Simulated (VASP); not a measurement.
# Fe (Im-3m) in VASP: further runs

Fe is run at these levels: PBE+U; tasks: single point.

All numbers are computed with VASP 6.6.1; they aren't measurements. Logs are shortened: lines on timing, memory, paths and dates and some standing lists are left out, and cuts for length are marked.

## Step 1: The cell of the first run

The structure is cubic, space group Im-3m (No. 229). Conventional cell: a = 2.861 Å, b = 2.861 Å, c = 2.861 Å, α = 90.00°, β = 90.00°, γ = 90.00°. Within 3.3 Å of Fe (site symmetry m-3m) lie 14 Fe at 2.48 to 2.86 Å.

## Step 2: Single point, PBE+U, collinear spin, ferromagnetic start

INCAR

```
PREC = Accurate
ENCUT = 690
EDIFF = 1E-6
ISMEAR = -1
SIGMA = 0.05
LREAL = F
LASPH = T
NELM = 200
ALGO = Normal
ISIF = 2
LWAVE = F
LCHARG = F
ISPIN = 2
MAGMOM = 0.4
LORBIT = 11
LMAXMIX = 4
LDAU = T
LDAUTYPE = 2
LDAUL = 2
LDAUU = 5.3
LDAUJ = 0
LDAUPRINT = 1
GGA = PE
NBANDS = 18
GGA_COMPAT = F
```

KPOINTS

```
Automatic mesh
0
Gamma
  12 12 12
```

POSCAR

```
Fe
1.0
   -1.4304000000      1.4304000000      1.4304000000
    1.4304000000     -1.4304000000      1.4304000000
    1.4304000000      1.4304000000     -1.4304000000
Fe
1
Direct
    0.0000000000      0.0000000000      0.0000000000
```

Potentials or basis: VASP PAW PBE potentials, release 64 (Fe_sv).

Started as:

```bash
$ cat potpaw_PBE.64/Fe_sv/POTCAR > POTCAR
$ mpirun -np 1 vasp_std > vasp.out
```

OUTCAR:

```text
PREC = Accurate
   ENCUT = 690
   EDIFF = 1E-6
   ISMEAR = -1
   LREAL = F
   LASPH = T
   NELM = 200
   ISIF = 2
   ISPIN = 2
   LORBIT = 11
   GGA = PE

 ion  position               nearest neighbor table
   1  0.000  0.000  0.000-

  LATTYP: Found a body centered cubic cell.
 ALAT       =     2.8608000000

  Lattice vectors:

 A1 = (  -1.4304000000,   1.4304000000,   1.4304000000)
 A2 = (   1.4304000000,  -1.4304000000,   1.4304000000)
 A3 = (   1.4304000000,   1.4304000000,  -1.4304000000)

Analysis of symmetry for initial positions (statically):
=====================================================================
 Subroutine PRICEL returns:
 Original cell was already a primitive cell.

 Routine SETGRP: Setting up the symmetry group for a
 body centered cubic supercell.

 Subroutine GETGRP returns: Found 48 space group operations
 (whereof 48 operations were pure point group operations)
 out of a pool of 48 trial point group operations.

The static configuration has the point symmetry O_h .

Analysis of symmetry for dynamics (positions and initial velocities):
=====================================================================
 Subroutine PRICEL returns:
 Original cell was already a primitive cell.

 Routine SETGRP: Setting up the symmetry group for a
 body centered cubic supercell.

 Subroutine GETGRP returns: Found 48 space group operations
 (whereof 48 operations were pure point group operations)
 out of a pool of 48 trial point group operations.

The dynamic configuration has the point symmetry O_h .

Analysis of structural, dynamic, and magnetic symmetry:
=====================================================================
 Subroutine PRICEL returns:
 Original cell was already a primitive cell.

 Routine SETGRP: Setting up the symmetry group for a
 body centered cubic supercell.

 Subroutine GETGRP returns: Found 48 space group operations
 (whereof 48 operations were pure point group operations)
 out of a pool of 48 trial point group operations.

The overall configuration has the point symmetry O_h .

 Subroutine INISYM returns: Found 48 space group operations
 (whereof 48 operations are pure point group operations),
 and found     1 'primitive' translations

----------------------------------------------------------------------------------------

                                     Primitive cell

  volume of cell :      11.7066

  direct lattice vectors                    reciprocal lattice vectors
    -1.430400000  1.430400000  1.430400000     0.000000000  0.349552573  0.349552573
     1.430400000 -1.430400000  1.430400000     0.349552573  0.000000000  0.349552573
     1.430400000  1.430400000 -1.430400000     0.349552573  0.349552573  0.000000000

  length of vectors
     2.477525475  2.477525475  2.477525475     0.494341989  0.494341989  0.494341989

  position of ions in fractional coordinates (direct lattice)
     0.000000000  0.000000000  0.000000000

  ion indices of the primitive-cell ions
   primitive index   ion index
                 1           1

----------------------------------------------------------------------------------------

 KPOINTS: Automatic mesh

Automatic generation of k-mesh.
 Grid dimensions read from file:
 generate k-points for:   12   12   12

 Generating k-lattice:

  Cartesian coordinates                     Fractional coordinates (reciprocal lattice)
     0.000000000  0.029129381  0.029129381     0.083333333  0.000000000  0.000000000
     0.029129381  0.000000000  0.029129381     0.000000000  0.083333333  0.000000000
[... 45 lines left out ...]
   ions per type =               1
   NGX,Y,Z   is equivalent  to a cutoff of  16.10, 16.10, 16.10 a.u.
   NGXF,Y,Z  is equivalent  to a cutoff of  32.21, 32.21, 32.21 a.u.
 SYSTEM =  unknown system
   PREC   = accura    normal or accurate (medium, high low for compatibility)
   ISTART =      0    job   : 0-new  1-cont  2-samecut
   ICHARG =      2    charge: 1-file 2-atom 10-const
   ISPIN  =      2    spin polarized calculation?
   LNONCOLLINEAR =      F non collinear calculations
   LSORBIT =      F    spin-orbit coupling
   LASPH  =      T    aspherical Exc in radial PAW
   ENCUT  =  690.0 eV  50.71 Ry    7.12 a.u.   5.31  5.31  5.31*2*pi/ulx,y,z
   NELM   =    200;   NELMIN=  2; NELMDL= -5     # of ELM steps
   EDIFF  = 0.1E-05   stopping-criterion for ELM
   LREAL  =      F    real-space projection
   EDIFFG = 0.1E-04   stopping-criterion for IOM
   NSW    =      0    number of steps for IOM
   IBRION =     -1    ionic relax: 0-MD 1-quasi-New 2-CG
   NFREE  =      0    steps in history (QN), initial steepest desc. (CG)
   ISIF   =      2    stress and relaxation
   ISYM   =      2    0-nonsym 1-usesym 2-fastsym
   POTIM  = 0.5000    time-step for ionic-motion
   TEBEG  =    0.0;   TEEND  =   0.0 temperature during run
   PSTRESS=    0.0 pullay stress
   NELECT =      16.0000    total number of electrons
   NUPDOWN=      -1.0000    fix difference up-down
   EMIN   =  10.00;   EMAX   =-10.00  energy-range for DOS
   EFERMI =   0.00;   METHOD = LEGACY
   ISMEAR =    -1;   SIGMA  =   0.05  broadening in eV -4-tet -1-fermi 0-gaus
   EFERMI_NEDOS =   21; number of points for ismear=-14 and -15
   IALGO  =     38    algorithm
   IMIX   =      4    mixing-type and parameters
     AMIX     =   0.40;   BMIX     =  1.00
     AMIX_MAG =   1.60;   BMIX_MAG =  1.00
  volume/ion in A,a.u.               =      11.71        79.00
  Fermi-wavevector in a.u.,A,eV,Ry     =   1.816787  3.433229 44.908950  3.300715
  Thomas-Fermi vector in A             =   2.874127
   LORBIT       =     11    0 simple, 1 ext, 2 COOP (PROOUT), +10 PAW based schemes
 LDA+U is selected, type is set to LDAUTYPE =  2
   angular momentum for each species LDAUL =     2
   U (eV)           for each species LDAUU =   5.3
   J (eV)           for each species LDAUJ =   0.0
   GGA     = PE    functional components
   LHFCALC =     F    Hartree Fock is set to
   AEXX    =    0.0000 exact exchange contribution
   IVDW    =     0    specifies the selected vdW correction
   LEPSILON=     F    determine dielectric tensor
   LRPA    =     F    only Hartree local field effects (RPA)
 spin polarized calculation
  energy-cutoff  :      690.00
  volume of cell :       11.71
 maximum number of plane-waves:       496
 NGX is ok and might be reduce to    24
   NGX = 11   NGY = 11   NGZ = 11

atom =   1  type =  1  l = 2

 onsite density matrix

spin component  1

  0.8629  0.0000  0.0000  0.0000  0.0000
  0.0000  0.8629 -0.0000  0.0000 -0.0000
  0.0000 -0.0000  0.8802  0.0000 -0.0000
  0.0000  0.0000  0.0000  0.8629  0.0000
  0.0000 -0.0000 -0.0000  0.0000  0.8802

spin component  2

  0.2944 -0.0000  0.0000 -0.0000  0.0000
 -0.0000  0.2944  0.0000  0.0000  0.0000
  0.0000  0.0000  0.1548 -0.0000  0.0000
 -0.0000  0.0000 -0.0000  0.2944 -0.0000
  0.0000  0.0000  0.0000 -0.0000  0.1548

 occupancies and eigenvectors

  o =  0.1548  v =  0.0000  0.0000  0.0000  0.0000  0.0000  0.0000  0.0000 -1.0000 -0.0000  0.0050      0.0000  0.0000  0.0000  0.0000  0.0000  0.0000  0.0000  0.0000  0.0000  0.0000
  o =  0.1548  v =  0.0000  0.0000  0.0000  0.0000  0.0000 -0.0000 -0.0000  0.0050  0.0000  1.0000      0.0000  0.0000  0.0000  0.0000  0.0000  0.0000  0.0000  0.0000  0.0000  0.0000
  o =  0.2944  v =  0.0000  0.0000  0.0000  0.0000  0.0000  1.0000  0.0055  0.0000  0.0052  0.0000      0.0000  0.0000  0.0000  0.0000  0.0000  0.0000  0.0000  0.0000  0.0000  0.0000
  o =  0.2944  v =  0.0000  0.0000  0.0000  0.0000  0.0000 -0.0048 -0.0763 -0.0000  0.9971 -0.0000      0.0000  0.0000  0.0000  0.0000  0.0000  0.0000  0.0000  0.0000  0.0000  0.0000
  o =  0.2944  v =  0.0000  0.0000  0.0000  0.0000  0.0000  0.0059 -0.9971 -0.0000 -0.0763 -0.0000      0.0000  0.0000  0.0000  0.0000  0.0000  0.0000  0.0000  0.0000  0.0000  0.0000
  o =  0.8629  v =  0.0066 -0.9895  0.0000 -0.1446 -0.0000  0.0000  0.0000  0.0000  0.0000  0.0000      0.0000  0.0000  0.0000  0.0000  0.0000  0.0000  0.0000  0.0000  0.0000  0.0000
  o =  0.8629  v = -0.0063 -0.1447  0.0000  0.9895 -0.0000  0.0000  0.0000  0.0000  0.0000  0.0000      0.0000  0.0000  0.0000  0.0000  0.0000  0.0000  0.0000  0.0000  0.0000  0.0000
  o =  0.8629  v =  1.0000  0.0056 -0.0000  0.0072 -0.0000  0.0000  0.0000  0.0000  0.0000  0.0000      0.0000  0.0000  0.0000  0.0000  0.0000  0.0000  0.0000  0.0000  0.0000  0.0000
  o =  0.8802  v =  0.0000 -0.0000 -0.0001  0.0000  1.0000  0.0000  0.0000  0.0000  0.0000  0.0000      0.0000  0.0000  0.0000  0.0000  0.0000  0.0000  0.0000  0.0000  0.0000  0.0000
  o =  0.8802  v = -0.0000 -0.0000 -1.0000  0.0000 -0.0001  0.0000  0.0000  0.0000  0.0000  0.0000      0.0000  0.0000  0.0000  0.0000  0.0000  0.0000  0.0000  0.0000  0.0000  0.0000

 number of electron      15.9999995 magnetization       2.8709475

 Free energy of the ion-electron system (eV)
  ---------------------------------------------------
  ext. energy  EPLUGINS =         0.00000000
  ---------------------------------------------------
  free energy    TOTEN  =        -4.03253234 eV

  energy without entropy =       -4.02527558  energy(sigma->0) =       -4.02890396

 E-fermi :  12.3707     XC(G=0): -13.4949

 val. band max:       12.3469477940   @ k =  -0.3333   0.5000   0.1667
 cond. band min:      12.3769091283   @ k =   0.0833   0.0833   0.0833
 fundamental gap:      0.0299613344
 Fermi energy:        12.3706558415

 spin component 1

 k-point     1 :       0.0000    0.0000    0.0000
  band No.  band energies     occupation
      1     -76.6981      1.00000
      2     -42.5142      1.00000
      3     -42.5142      1.00000
      4     -42.5142      1.00000
      5       3.4947      1.00000
      6       7.3967      1.00000
[... 1001 lines left out ...]
     17      49.6938      0.00000
     18      52.3789      0.00000

 [... further k-points ...]
[... 5 lines left out ...]
  --------------------------------------------------------------------------------------
  -------------------------------------------------------------------------------------
  Total        1.4420180      1.4420180      1.4420180     -0.0000000     -0.0000000      0.0000000
  in kB      197.3552867    197.3552867    197.3552867     -0.0000000     -0.0000000      0.0000000
  external PRESSURE =     197.3552867 kB  Pullay stress =       0.0000000 kB

 VOLUME and BASIS-vectors are now :
 -----------------------------------------------------------------------------
  energy-cutoff  :      690.00
  volume of cell :       11.71
      direct lattice vectors                 reciprocal lattice vectors
    -1.430400000  1.430400000  1.430400000     0.000000000  0.349552573  0.349552573
     1.430400000 -1.430400000  1.430400000     0.349552573  0.000000000  0.349552573
     1.430400000  1.430400000 -1.430400000     0.349552573  0.349552573  0.000000000

 POSITION                                       TOTAL-FORCE (eV/Angst)
 -----------------------------------------------------------------------------------
      0.00000      0.00000      0.00000        -0.000000      0.000000      0.000000
 -----------------------------------------------------------------------------------
    total drift:                               -0.000000      0.000000      0.000000

  FREE ENERGIE OF THE ION-ELECTRON SYSTEM (eV)
  ---------------------------------------------------
  free  energy   TOTEN  =        -4.0325323419 eV

  energy  without entropy=       -4.0252755771  energy(sigma->0) =       -4.02890396

 total charge

# of ion       s       p       d       tot
------------------------------------------
    1        2.189   6.041   5.514  13.744

 magnetization (x)

# of ion       s       p       d       tot
------------------------------------------
    1       -0.007  -0.027   3.147   3.113
```

Wall time 40 s (1 thread of AMD EPYC 9R45 (Zen 5), shared host); peak memory 0.14 GiB.

Results:

```
Free energy                                           : -4.0325 eV
Pressure                                              : 19.7 GPa
Net moment                                            : 2.87 μB per cell
Site moments                                          : Fe +3.11 μB
Valence electrons inside the program's atomic spheres : Fe 13.74
```

Eigenvalues of the final occupation matrices:
```tsv
site	spin	trace	eigenvalues
site 1 d	1	4.35	0.86 0.86 0.86 0.88 0.88
site 1 d	2	1.19	0.15 0.15 0.29 0.29 0.29
```

Caveat: the cell stands under pressure; the U is typed as a test and isn't derived for this compound. The state reached can hang on the start; a lower one may exist.

(Part 1 of 2 ends here.)
